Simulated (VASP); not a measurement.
# Os (P6_3/mmc) in VASP: a series of runs

Runs on Os. Level: PBE. Tasks: single point.

All numbers are computed with VASP 6.6.1; they aren't measurements. Logs are shortened: lines on timing, memory, paths and dates and some standing lists are left out, and cuts for length are marked.

## (1) The cell of the first run

It takes space group P6_3/mmc (No. 194, hexagonal). The conventional cell has a = 2.756 Å, b = 2.756 Å, c = 4.343 Å, α = 90.00°, β = 90.00°, γ = 120.00°. Os (site symmetry -6m2) has 12 Os at 2.69 to 2.76 Å within 3.5 Å.

## (2) Single point, PBE

Contents of INCAR:

```
PREC = Accurate ; ENCUT = 500
EDIFF = 1E-6 ; ISMEAR = -1
SIGMA = 0.1 ; LREAL = F
LASPH = T ; NELM = 120
ALGO = Normal ; ISIF = 2
LWAVE = F ; LCHARG = F
GGA = PE ; NBANDS = 23
GGA_COMPAT = F
```

Contents of KPOINTS:

```
Automatic mesh
0
Gamma
  2 2 1
```

Contents of POSCAR:

```
Os
1.0
    2.7559294133      0.0000000000      0.0000000000
   -1.3779647066      2.3867048830      0.0000000000
    0.0000000000      0.0000000000      4.3426533301
Os
2
Direct
    0.3333333333      0.6666666667      0.2500000000
    0.6666666667      0.3333333333      0.7500000000
```

Potentials or basis: VASP PAW PBE potentials, release 64 (Os_sv_GW).

Run with:

```sh
cat potpaw_PBE.64/Os_sv_GW/POTCAR > POTCAR
mpirun -np 1 vasp_std > vasp.out
```

OUTCAR:

```text
PREC = Accurate
   ENCUT = 500
   EDIFF = 1E-6
   ISMEAR = -1
   LREAL = F
   LASPH = T
   NELM = 120
   ISIF = 2
   GGA = PE

 ion  position               nearest neighbor table
   1  0.333  0.667  0.250-   2 2.69   2 2.69   2 2.69   2 2.69   2 2.69   2 2.69
   2  0.667  0.333  0.750-   1 2.69   1 2.69   1 2.69   1 2.69   1 2.69   1 2.69

  LATTYP: Found a hexagonal cell.
 ALAT       =     2.7559294133
 C/A-ratio  =     1.5757491136

  Lattice vectors:

 A1 = (   2.7559294133,   0.0000000000,   0.0000000000)
 A2 = (  -1.3779647066,   2.3867048830,   0.0000000000)
 A3 = (   0.0000000000,   0.0000000000,   4.3426533301)

Analysis of symmetry for initial positions (statically):
=====================================================================
 Subroutine PRICEL returns:
 Original cell was already a primitive cell.

 Routine SETGRP: Setting up the symmetry group for a
 hexagonal supercell.

 Subroutine GETGRP returns: Found 24 space group operations
 (whereof 12 operations were pure point group operations)
 out of a pool of 24 trial point group operations.

The static configuration has the point symmetry D_3d.
 The point group associated with its full space group is D_6h.

Analysis of symmetry for dynamics (positions and initial velocities):
=====================================================================
 Subroutine PRICEL returns:
 Original cell was already a primitive cell.

 Routine SETGRP: Setting up the symmetry group for a
 hexagonal supercell.

 Subroutine GETGRP returns: Found 24 space group operations
 (whereof 12 operations were pure point group operations)
 out of a pool of 24 trial point group operations.

The dynamic configuration has the point symmetry D_3d.
 The point group associated with its full space group is D_6h.

 Subroutine INISYM returns: Found 24 space group operations
 (whereof 12 operations are pure point group operations),
 and found     1 'primitive' translations

----------------------------------------------------------------------------------------

                                     Primitive cell

  volume of cell :      28.5642

  direct lattice vectors                    reciprocal lattice vectors
     2.755929413  0.000000000  0.000000000     0.362853996  0.209493852  0.000000000
    -1.377964707  2.386704883  0.000000000     0.000000000  0.418987704  0.000000000
     0.000000000  0.000000000  4.342653330     0.000000000  0.000000000  0.230273965

  length of vectors
     2.755929413  2.755929413  4.342653330     0.418987704  0.418987704  0.230273965

  position of ions in fractional coordinates (direct lattice)
     0.333333333  0.666666667  0.250000000
     0.666666667  0.333333333  0.750000000

  ion indices of the primitive-cell ions
   primitive index   ion index
                 1           1
                 2           2

----------------------------------------------------------------------------------------

 KPOINTS: Automatic mesh

Automatic generation of k-mesh.
 Grid dimensions read from file:
 generate k-points for:    2    2    1

 Generating k-lattice:

  Cartesian coordinates                     Fractional coordinates (reciprocal lattice)
     0.181426998  0.104746926  0.000000000     0.500000000  0.000000000  0.000000000
     0.000000000  0.209493852  0.000000000     0.000000000  0.500000000  0.000000000
     0.000000000  0.000000000  0.230273965     0.000000000  0.000000000  1.000000000

  Length of vectors
     0.209493852  0.209493852  0.230273965

  Shift w.r.t. Gamma in fractional coordinates (k-lattice)
     0.000000000  0.000000000  0.000000000

 Subroutine IBZKPT returns following result:
 ===========================================

 Found      2 irreducible k-points:

 Following reciprocal coordinates:
            Coordinates               Weight
  0.000000  0.000000  0.000000      1.000000
  0.500000  0.000000  0.000000      3.000000
   k-points           NKPTS =      2   k-points in BZ     NKDIM =      2   number of bands    NBANDS=     23
   number of dos      NEDOS =    301   number of ions     NIONS =      2
   total plane-waves  NPLWV =  12800
   dimension x,y,z NGX =    20 NGY =   20 NGZ =   32
   dimension x,y,z NGXF=    40 NGYF=   40 NGZF=   64
   ions per type =               2
   NGX,Y,Z   is equivalent  to a cutoff of  12.06, 12.06, 12.25 a.u.
   NGXF,Y,Z  is equivalent  to a cutoff of  24.13, 24.13, 24.50 a.u.
 SYSTEM =  unknown system
   PREC   = accura    normal or accurate (medium, high low for compatibility)
   ISTART =      0    job   : 0-new  1-cont  2-samecut
   ICHARG =      2    charge: 1-file 2-atom 10-const
   ISPIN  =      1    spin polarized calculation?
   LNONCOLLINEAR =      F non collinear calculations
   LSORBIT =      F    spin-orbit coupling
   LASPH  =      T    aspherical Exc in radial PAW
   ENCUT  =  500.0 eV  36.75 Ry    6.06 a.u.   5.02  5.02  7.92*2*pi/ulx,y,z
   NELM   =    120;   NELMIN=  2; NELMDL= -5     # of ELM steps
   EDIFF  = 0.1E-05   stopping-criterion for ELM
   LREAL  =      F    real-space projection
   EDIFFG = 0.1E-04   stopping-criterion for IOM
   NSW    =      0    number of steps for IOM
   IBRION =     -1    ionic relax: 0-MD 1-quasi-New 2-CG
   NFREE  =      0    steps in history (QN), initial steepest desc. (CG)
   ISIF   =      2    stress and relaxation
   ISYM   =      2    0-nonsym 1-usesym 2-fastsym
   POTIM  = 0.5000    time-step for ionic-motion
   TEBEG  =    0.0;   TEEND  =   0.0 temperature during run
   PSTRESS=    0.0 pullay stress
   NELECT =      32.0000    total number of electrons
   NUPDOWN=      -1.0000    fix difference up-down
   EMIN   =  10.00;   EMAX   =-10.00  energy-range for DOS
   EFERMI =   0.00;   METHOD = LEGACY
   ISMEAR =    -1;   SIGMA  =   0.10  broadening in eV -4-tet -1-fermi 0-gaus
   EFERMI_NEDOS =   21; number of points for ismear=-14 and -15
   IALGO  =     38    algorithm
   IMIX   =      4    mixing-type and parameters
     AMIX     =   0.40;   BMIX     =  1.00
     AMIX_MAG =   1.60;   BMIX_MAG =  1.00
  volume/ion in A,a.u.               =      14.28        96.38
  Fermi-wavevector in a.u.,A,eV,Ry     =   1.700268  3.213042 39.333257  2.890913
  Thomas-Fermi vector in A             =   2.780434
   LORBIT       =      0    0 simple, 1 ext, 2 COOP (PROOUT), +10 PAW based schemes
   GGA     = PE    functional components
   LHFCALC =     F    Hartree Fock is set to
   AEXX    =    0.0000 exact exchange contribution
   IVDW    =     0    specifies the selected vdW correction
   LEPSILON=     F    determine dielectric tensor
   LRPA    =     F    only Hartree local field effects (RPA)
 non-spin polarized calculation
  energy-cutoff  :      500.00
  volume of cell :       28.56
 maximum number of plane-waves:       722
 NGX is ok and might be reduce to    20
   NGX =  9   NGY =  9   NGZ = 15

 number of electron      32.0000000 magnetization

 Free energy of the ion-electron system (eV)
  ---------------------------------------------------
  ext. energy  EPLUGINS =         0.00000000
  ---------------------------------------------------
  free energy    TOTEN  =       -23.85052157 eV

  energy without entropy =      -23.72585064  energy(sigma->0) =      -23.78818611

 E-fermi :  15.0347     XC(G=0): -14.4762

 val. band max:       13.6416256482   @ k =   0.0000   0.0000   0.0000
 cond. band min:      15.1513381877   @ k =   0.5000   0.0000   0.0000
 fundamental gap:      1.5097125395
 Fermi energy:        15.0347163052

 k-point     1 :       0.0000    0.0000    0.0000
  band No.  band energies     occupation
      1     -73.2234      2.00000
      2     -73.1191      2.00000
      3     -32.8404      2.00000
      4     -32.4539      2.00000
      5     -32.4539      2.00000
      6     -32.2888      2.00000
[... 15 lines left out ...]
     22      26.5334      0.00000
     23      29.2686      0.00000

 k-point     2 :       0.5000    0.0000    0.0000
  band No.  band energies     occupation
      1     -73.1362      2.00000
      2     -73.1015      2.00000
      3     -33.1490      2.00000
      4     -32.9716      2.00000
      5     -32.6713      2.00000
      6     -32.4034      2.00000
[... 15 lines left out ...]
     22      24.7626      0.00000
     23      25.2188      0.00000

------------------------ aborting loop because EDIFF is reached ----------------------------------------

  FORCE on cell =-STRESS in cart. coord.  units (eV):
  Direction    XX          YY          ZZ          XY          YZ          ZX
  --------------------------------------------------------------------------------------
  -------------------------------------------------------------------------------------
  Total       -2.7389037     -2.7389037      8.2135308     -0.0000000      0.0000000      0.0000000
  in kB     -153.6262317   -153.6262317    460.7003033     -0.0000000      0.0000000      0.0000000
  external PRESSURE =      51.1492800 kB  Pullay stress =       0.0000000 kB

 VOLUME and BASIS-vectors are now :
 -----------------------------------------------------------------------------
  energy-cutoff  :      500.00
  volume of cell :       28.56
      direct lattice vectors                 reciprocal lattice vectors
     2.755929413  0.000000000  0.000000000     0.362853996  0.209493852  0.000000000
    -1.377964707  2.386704883  0.000000000     0.000000000  0.418987704  0.000000000
     0.000000000  0.000000000  4.342653330     0.000000000  0.000000000  0.230273965

 POSITION                                       TOTAL-FORCE (eV/Angst)
 -----------------------------------------------------------------------------------
     -0.00000      1.59114      1.08566        -0.000000      0.000000      0.000000
      1.37796      0.79557      3.25699         0.000000     -0.000000      0.000000
 -----------------------------------------------------------------------------------
    total drift:                               -0.000000      0.000000     -0.000000

  FREE ENERGIE OF THE ION-ELECTRON SYSTEM (eV)
  ---------------------------------------------------
  free  energy   TOTEN  =       -23.8505215743 eV

  energy  without entropy=      -23.7258506412  energy(sigma->0) =      -23.78818611
```

Run time: 3.2 s. Hardware: 1 thread of AMD EPYC 9R45 (Zen 5), shared host; peak memory 0.1 GiB.

What came out:

| Property | Result |
| --- | --- |
| Free energy | -23.8505 eV |
| Pressure | 5.1 GPa |
| Band gap on the k mesh | zero (band 16 reaches 15.15 eV, above the bottom of band 17 at 12.07 eV) |

Levels at points of the mesh, in eV from the Fermi level:
```tsv
k point	band 14	band 15	band 16	band 17	band 18	band 19
(0.00, 0.00, 0.00)	-4.02	-4.02	-2.97	-2.97	-1.39	0.18
(0.50, 0.00, 0.00)	-3.95	-3.34	0.12	0.65	1.19	2.63
```

Caveat: the k points lie up to 1.45 Å⁻¹ apart; spin-orbit coupling is left out, which moves the levels of the heavy elements.

## (3) Single point, PBE

Contents of INCAR:

```
PREC = Accurate
ENCUT = 600
EDIFF = 1E-6
ISMEAR = -1
SIGMA = 0.1
LREAL = F
LASPH = T
NELM = 120
ALGO = Normal
ISIF = 2
LWAVE = F
LCHARG = F
GGA = PE
NBANDS = 15
GGA_COMPAT = F
```

Contents of KPOINTS:

```
Automatic mesh
0
Gamma
  7 7 4
```

Contents of POSCAR:

```
Os
1.0
    2.7559294130      0.0000000000      0.0000000000
   -1.3779647065      2.3867048827      0.0000000000
    0.0000000000      0.0000000000      4.3426533307
Os
2
Direct
    0.3333333333      0.6666666667      0.2500000000
    0.6666666667      0.3333333333      0.7500000000
```

Potentials or basis: VASP PAW PBE potentials, release 64 (Os).

Run with:

```sh
cat potpaw_PBE.64/Os/POTCAR > POTCAR
mpirun -np 1 vasp_std > vasp.out
```

It took 15 s on 1 thread of Intel Xeon Platinum 8488C (Sapphire Rapids), shared host; peak memory 0.16 GiB.

The run converged. Its results:

| Property | Result |
| --- | --- |
| Free energy | -22.4666 eV |
| Pressure | 0.7 GPa |
| Band gap on the k mesh | zero (band 8 reaches 10.88 eV, above the bottom of band 9 at 7.60 eV) |

Stress tensor (GPa, compression positive):
```
 2.63  0.00  0.00
 0.00  2.63  0.00
 0.00  0.00 -3.22
```

Levels at points of the mesh, in eV from the Fermi level:
| k point | band 4 | band 5 | band 6 | band 7 | band 8 | band 9 | band 10 | band 11 | band 12 | band 13 |
| --- | --- | --- | --- | --- | --- | --- | --- | --- | --- | --- |
| (0.00, 0.00, 0.00) | -2.96 | -2.70 | -2.14 | -2.14 | -1.56 | -1.56 | 0.05 | 1.61 | 1.61 | 8.85 |
| (0.00, 0.00, 0.50) | -3.48 | -3.16 | -3.16 | -3.16 | -3.16 | 0.85 | 0.85 | 0.85 | 0.85 | 13.74 |

Caveat: the k points lie up to 0.38 Å⁻¹ apart; spin-orbit coupling is left out, which moves the levels of the heavy elements.
